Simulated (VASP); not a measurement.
## GaN: single point with r2SCAN+rVV10

GaN:

```xyz
2
Lattice="0.0000 2.2441 2.2441 2.2441 0.0000 2.2441 2.2441 2.2441 0.0000" Properties=species:S:1:pos:R:3 pbc="T T T"
Ga    0.0000    0.0000    0.0000
N     3.3661    3.3661    3.3661
```

- Program: VASP 6.6.1
- Task: single point
- Functional: r2SCAN
- Dispersion: rVV10
- Potentials or basis: VASP PAW PBE potentials, release 64 (Ga_d, N_h)
- Cutoff: 1460 eV
- k mesh: 7 × 7 × 7
- Occupations: gaussian, width 0.01 eV
- Spin: no spin polarisation

- Pressure: 1.0 GPa
- Band gap on the k mesh: 2.17 eV

Levels at points of the mesh, in eV from the valence-band top:
```
           k point  band 7  band 8  band 9  band 10  band 11  band 12
(0.00, 0.00, 0.00)    0.00    0.00    0.00     2.17    11.07    11.07
```

Run time: 2 min on 1 thread of AMD EPYC 9R45 96-Core Processor (Zen 5), on a shared host, peak memory 0.47 GiB.

Caveat: the PAW data sets were made with another functional, which shifts forces and pressure a little.
